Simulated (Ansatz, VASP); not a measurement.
# Two plane-wave programs on Be

INCAR

```
  PREC = Accurate
  ENCUT = 600
  EDIFF = 1E-6
  ISMEAR = -1
  SIGMA = 0.1
  LREAL = False
  LASPH = True
  NELM = 120
  ALGO = Normal
  ISIF = 2
  LWAVE = False
  LCHARG = False
  GGA = CA
  NBANDS = 12
  GGA_COMPAT = False
```

Contents of KPOINTS:

```
Automatic mesh
0
Gamma
  4 4 6
```

File POSCAR:

```
Be
1.0
    3.7468100000      0.0000000000      0.0000000000
    0.0000000000      3.7468100000      0.0000000000
    0.0000000000      0.0000000000      2.2812800000
Be
4
Direct
    0.3123970272      0.2608961598      0.0044975753
    0.6910788808      0.7373234551      0.0107361144
    0.1844614441      0.7665829401      0.5019229254
    0.8120626219      0.2351974953      0.4828437911
```

Input for Ansatz:

```yaml
crystal:
  lattice:
    - [3.74681, 0.0, 0.0]
    - [0.0, 3.74681, 0.0]
    - [0.0, 0.0, 2.28128]
  atoms:
    - { symbol: Be, position: [0.3123970271825849, 0.2608961597651528, 0.004497575300356516] }
    - { symbol: Be, position: [0.6910788808266818, 0.7373234551018021, 0.010736114413105992] }
    - { symbol: Be, position: [0.1844614440997985, 0.7665829401154436, 0.5019229254262636] }
    - { symbol: Be, position: [0.8120626218517133, 0.2351974953485589, 0.4828437911019344] }
basis:
  ecutwfc: 557.833418042754
kpoints:
  mp_grid:
    grid: [4, 4, 6]
hamiltonian:
  xc: lda
scf:
  occupations:
    method: fermi_dirac
output:
  forces: true
```

Alike in both runs: task single point; functional LDA; k mesh 4 × 4 × 6; no spin polarisation.

```csv
,VASP,Ansatz
version,VASP 6.6.1,Ansatz 0.2.0
potentials or method,"VASP PAW LDA potentials, release 64 (Be), cutoff 600 eV","plane waves, PAW"
occupations,"fermi-dirac, width 0.1 eV",fermi-dirac
valence electrons in the cell,8,8
```

```tsv
	VASP	Ansatz	Ansatz less VASP
rms of the force components (eV/Å)	0.192	0.192	-0.0004
```

LDA's correlation is that of Perdew and Zunger in VASP and of Perdew and Wang (1992) in Ansatz. Atom by atom the forces differ by 0.001 eV/Å (rms over components).

The k mesh is coarse, so the values compare programs but aren't converged.
